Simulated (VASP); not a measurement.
Write the native input for VASP 6.6.1 that does the following.

```
Task                   : single point
Functional             : PBE
Potentials or basis    : VASP PAW PBE potentials, release 64 (In_d)
Cutoff                 : 520 eV
k mesh                 : 9 × 9 × 3
Occupations            : fermi-dirac, width 0.05 eV
Spin                   : no spin polarisation
Dipole correction      : no
Further INCAR settings : ALGO = Normal; EDIFF = 1e-07; NBANDS = 34
```

The structure of In lies in POSCAR:

```
In
1.0
    3.4298183353      0.0000000000      0.0000000000
   -1.7149091677      2.9703098087      0.0000000000
    0.0000000000      0.0000000000     11.0115211223
In
4
Direct
    0.6666666667      0.3333333333      0.7500000000
    0.0000000000      0.0000000000      0.5000000000
    0.3333333333      0.6666666667      0.2500000000
    0.0000000000      0.0000000000      0.0000000000
```

This isn't the form of In at room conditions, which is tetragonal.

These files were run (other wordings do the same):

INCAR

```
SYSTEM = In
PREC = Accurate
ENCUT = 520
EDIFF = 1E-7
ISMEAR = -1
SIGMA = 0.05
LREAL = .False.
LASPH = .True.
NELM = 60
ALGO = Normal
ISIF = 2
LWAVE = .False.
LCHARG = .False.
GGA = PE
NBANDS = 34
```

KPOINTS

```
regular mesh
0
Gamma
  9 9 3
  0 0 0
```

Potentials or basis: VASP PAW PBE potentials, release 64 (In_d).

Launch:

```console
$ cat potpaw_PBE.64/In_d/POTCAR > POTCAR
$ mpirun -np 1 vasp_std > vasp.out
```

Results of the run:

```
Pressure               : -0.6 GPa
Band gap on the k mesh : zero (bands 26 and 27 overlap by 4.50 eV)
```

Caveat: spin-orbit coupling is left out, which moves the levels of the heavy elements.

Wall time 2.3 min on 1 thread of Intel Xeon 8259CL (shared host), peak memory 0.27 GiB.
